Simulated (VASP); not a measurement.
# Rb: density of states with PBE

The system is Rb.

```xyz
1
Lattice="-2.1405 2.1405 2.1405 2.1405 -2.1405 2.1405 2.1405 2.1405 -2.1405" Properties=species:S:1:pos:R:3 pbc="T T T"
Rb    0.0000    0.0000    0.0000
```

This cell differs from its parent crystal: volume scaled by 0.43.

```yaml
Program: VASP 6.6.1
Task: density of states
Functional: PBE
Potentials_or_basis: VASP PAW PBE potentials, release 64 (Rb_sv)
Cutoff: 520 eV
k_mesh: 10 × 10 × 10
Occupations: fermi-dirac, width 0.1 eV
Spin: no spin polarisation
Dipole_correction: no
k_mesh_for_the_DOS: 15 × 15 × 15
Occupations_for_the_DOS: tetrahedron
Further_INCAR_settings: ALGO = Normal; EDIFF = 1e-07
```

The valence electrons inside the program's atomic spheres are Rb 7.33.

Levels at points of the mesh, in eV from the Fermi level:
```csv
k point,band 2,band 3,band 4,band 5,band 6,band 7,band 8
"(0.00, 0.00, 0.00)",-12.71,-12.71,-12.71,-3.07,4.16,4.16,4.16
```

Run time: 35 s on 1 thread of AMD EPYC 7R43 64-Core Processor (Zen 3), with other jobs on the host, peak memory 0.13 GiB.
